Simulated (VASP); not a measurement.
Crystal: CoO.

```
CELL_PARAMETERS angstrom
2.85630 0.00000 0.00000
-1.42815 2.47363 0.00000
0.00000 0.00000 2.78761
ATOMIC_POSITIONS crystal
Co 0.00000 0.00000 0.00000
O 0.66667 0.33333 0.50000
```

```yaml
Program: VASP 6.6.1
Task: relaxation of cell and atoms
Functional: PBE
Dispersion: D4
Potentials_or_basis: VASP PAW PBE potentials, release 64 (Co, O)
Cutoff: 600 eV
k_mesh: 11 × 11 × 10
Occupations: fermi-dirac, width 0.05 eV
Spin: collinear spin, ferromagnetic start
Starting_moments: "[2.0, 0.0] μB"
```

At the start: pressure -11.3 GPa; volume 9.85 Å³/atom.

**Question.** Where does the relaxation end?

**Answer.** Over 6 steps the energy falls by 20.3 meV/atom and the volume is 9.23 Å³/atom (-6.3 %); space group P-6m2 (No. 187, to 0.05 Å); moment 3.00 μB per cell.

The path:
```
step  energy change (eV)  largest force (eV/Å)  pressure (GPa)  volume (Å³)
   1              0.0000                0.0000          -11.27        19.70
   2             -0.0234                0.0000            8.28        17.78
   3             -0.0403                0.0000           -0.95        18.54
   4             -0.0405                0.0000           -0.08        18.46
   5             -0.0405                0.0000            0.18        18.44
   6             -0.0405                0.0000           -0.02        18.46
```

Final structure:
```cif
data_structure
_symmetry_space_group_name_H-M 'P 1'
_symmetry_Int_Tables_number 1
_cell_length_a 2.8043
_cell_length_b 2.8043
_cell_length_c 2.7107
_cell_angle_alpha 90.000
_cell_angle_beta 90.000
_cell_angle_gamma 120.000
_cell_volume 18.46
loop_
_atom_site_label
_atom_site_type_symbol
_atom_site_fract_x
_atom_site_fract_y
_atom_site_fract_z
_atom_site_occupancy
Co1 Co 0.00000 0.00000 0.00000 1
O1 O 0.66667 0.33333 0.50000 1
```

Caveat: a cell with one magnetic atom can't hold antiferromagnetic order, which such compounds often take; pairwise dispersion overbinds metals, which lowers pressure and volume.
